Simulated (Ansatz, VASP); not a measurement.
# WSe3 in VASP and in Ansatz

```xyz
4
Lattice="3.0257 0.0000 0.0000 0.0000 3.0257 0.0000 0.0000 0.0000 10.6243" Properties=species:S:1:pos:R:3 pbc="T T T"
W     1.5128    1.5128    5.3122
Se    0.0000    0.0000    3.7349
Se    0.0000    0.0000    6.8894
Se    0.0000    0.0000    0.0000
```

Alike in both runs: functional PBE; k mesh 16 × 16 × 4; occupations gaussian, width 0.1 eV; no spin polarisation.

Ansatz relaxed the structure, and its values are those at the end. VASP's run is a single point on that final structure, the one shown.

|  | VASP | Ansatz |
| --- | --- | --- |
| version | VASP 6.6.1 | Ansatz 0.2.0 |
| potentials or method | VASP PAW PBE potentials, release 64 (W_sv, Se), cutoff 520 eV | scalar-relativistic, plane waves, PAW |
| valence electrons in the cell | 32 | 62 |

Ansatz gave:

| Property | Result |
| --- | --- |
| gap on the k mesh at the Fermi level (eV) | none |
| pressure (GPa) | 0.0 |
| rms of the force components (eV/Å) | 0.001 |

**Question.** What did VASP give for the same quantities?

**Answer.** gap on the k mesh at the Fermi level (eV): none; pressure (GPa): 0.2; rms of the force components (eV/Å): 0.015.

A gap of «none» marks a metal or a gap that the smearing closes. VASP's potentials hold 32 valence electrons a cell and Ansatz's 62, so a difference there can come from the potentials and not from the codes.

Spin-orbit coupling is off throughout.
